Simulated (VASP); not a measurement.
Si3Au, 8 atoms in the cell. The structure is hexagonal, space group P6_3/mmc (No. 194). The conventional cell has a = 5.689 Å, b = 5.689 Å, c = 4.566 Å, α = 90.00°, β = 90.00°, γ = 120.00°. Si (site symmetry mm2) has 4 Au at 2.81 to 2.84 Å and 8 Si at 2.81 to 2.85 Å within 3.7 Å. Au (site symmetry -6m2) has 12 Si at 2.81 to 2.84 Å within 3.7 Å. 

| Item | Value |
| --- | --- |
| Program | VASP 6.6.1 |
| Task | single point |
| Functional | PBE |
| Potentials or basis | VASP PAW PBE potentials, release 64 (Si, Au) |
| Cutoff | 520 eV |
| k mesh | 6 × 6 × 4 |
| Occupations | gaussian, width 0.1 eV |
| Spin | no spin polarisation |
| Dipole correction | no |
| Further INCAR settings | ALGO = Normal; EDIFF = 1e-06; NBANDS = 33 |

Potentials or basis: VASP PAW PBE potentials, release 64 (Si, Au).

Run with:

```console
$ cat potpaw_PBE.64/Si/POTCAR potpaw_PBE.64/Au/POTCAR > POTCAR
$ mpirun -np 1 vasp_std > vasp.out
```

Hardware: 1 thread of AMD EPYC 9R45 96-Core Processor (Zen 5) (shared host).

Q: How long does it take, and how much memory?

A: It took 62 s on 1 thread of AMD EPYC 9R45 96-Core Processor (Zen 5), on a shared host, peak memory 0.25 GiB. Counts: scf iterations 16, k points 21.
